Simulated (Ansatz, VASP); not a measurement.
# Two plane-wave programs on CdGa

```xyz
2
Lattice="0.0000 2.7606 2.7606 2.7606 0.0000 2.7606 2.7606 2.7606 0.0000" Properties=species:S:1:pos:R:3 pbc="T T T"
Cd    0.0000    0.0000    0.0000
Ga    2.7606    2.7606    2.7606
```

Alike in both runs: task single point; functional r2SCAN; k mesh 6 × 6 × 6; occupations gaussian, width 0.1 eV; no spin polarisation.

```csv
,VASP,Ansatz
version,VASP 6.6.1,Ansatz 0.2.0
potentials or method,"VASP PAW PBE potentials, release 64 (Cd, Ga_d), cutoff 520 eV","scalar-relativistic, plane waves, PAW"
valence electrons in the cell,25,33
```

|  | VASP | Ansatz | Ansatz less VASP |
| --- | --- | --- | --- |
| gap on the k mesh at the Fermi level (eV) | none | none | - |
| pressure (GPa) | 4.0 | 3.8 | -0.26 |

VASP's potentials were made for PBE, not for r2SCAN. A gap of «none» marks a metal or a gap that the smearing closes. VASP's potentials hold 25 valence electrons a cell and Ansatz's 33, so a difference there can come from the potentials and not from the codes.
